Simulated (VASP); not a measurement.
**TaSi2: relaxation of cell and atoms with PBE**

The system is TaSi2.

```
CELL_PARAMETERS angstrom
3.62829 0.00000 0.00000
0.00000 3.62829 0.00000
0.00000 0.00000 4.40423
ATOMIC_POSITIONS crystal
Ta 0.00000 0.00000 0.00000
Si 0.00000 0.00000 0.50000
Si 0.50000 0.50000 0.50000
```

The cell was built from a structure type or drawn by symmetry, and may not be a known phase.

```yaml
Program: VASP 6.6.1
Task: relaxation of cell and atoms
Functional: PBE
Potentials_or_basis: VASP PAW PBE potentials, release 64 (Ta_pv, Si)
Cutoff: 600 eV
k_mesh: 6 × 6 × 4
Occupations: gaussian, width 0.1 eV
Spin: no spin polarisation
Dipole_correction: no
Further_INCAR_settings: ALGO = Normal; EDIFF = 1e-06; IBRION = 2; EDIFFG = -0.04; NSW = 90; ISIF = 3
```

```json
{
 "Relaxed volume": "18.22 Å³/atom",
 "Relaxed cell": "a = 3.322 Å, b = 3.322 Å, c = 4.952 Å, α = 90.00°, β = 90.00°, γ = 90.00°",
 "Space group after relaxing (to 0.1 Å)": "P4/mmm (No. 123)",
 "Energy gained by relaxing": "447.9 meV/atom",
 "Ionic steps": "8",
 "Pressure after relaxing": "0.1 GPa",
 "Band gap on the k mesh": "zero (an odd number of electrons rules out a gap without spin polarisation)"
}
```

Step by step:
| step | energy change (eV) | largest force (eV/Å) | pressure (GPa) | volume (Å³) |
| --- | --- | --- | --- | --- |
| 1 | 0.0000 | 0.0000 | 3.19 | 57.98 |
| 2 | -0.8578 | 0.0000 | -5.04 | 59.05 |
| 3 | -1.2283 | 0.0000 | -7.56 | 59.11 |
| 4 | -1.2822 | 0.0000 | 5.97 | 52.29 |
| 5 | -1.3408 | 0.0000 | -0.51 | 54.95 |
| 6 | -1.3408 | 0.0000 | -0.35 | 54.87 |
| 7 | -1.3434 | 0.0000 | 0.24 | 54.59 |
| 8 | -1.3437 | 0.0000 | 0.09 | 54.66 |

Final structure:
```
Ta Si
1.0
     3.32235    0.00000    0.00000
     0.00000    3.32235    0.00000
     0.00000    0.00000    4.95221
Ta Si
1 2
Direct
  0.00000 0.00000 0.00000
  0.00000 0.00000 0.50000
  0.50000 0.50000 0.50000
```

Levels at points of the mesh, in eV from the Fermi level:
```csv
k point,band 6,band 7,band 8,band 9,band 10,band 11,band 12,band 13
"(0.00, 0.00, 0.00)",-3.83,-1.65,-1.61,-1.61,-1.27,0.82,0.82,2.62
"(0.50, 0.00, 0.00)",-3.41,-1.86,-1.40,0.24,0.71,1.25,1.27,1.31
"(0.50, 0.50, 0.00)",-6.21,-6.21,-1.58,-1.58,-0.97,0.69,0.77,2.89
"(0.00, 0.00, 0.50)",-2.61,-2.27,-2.27,-1.41,1.21,2.12,2.86,2.86
"(0.50, 0.00, 0.50)",-4.80,-2.88,-1.58,-0.34,0.43,1.01,1.34,4.21
"(0.50, 0.50, 0.50)",-6.44,-6.40,-3.40,-2.91,1.15,1.15,1.24,1.24
```

It took 58 s on 1 thread of Intel(R) Xeon(R) 6975P-C (Granite Rapids), on a shared host, peak memory 0.2 GiB.

Caveat: spin-orbit coupling is left out, which moves the levels of the heavy elements.
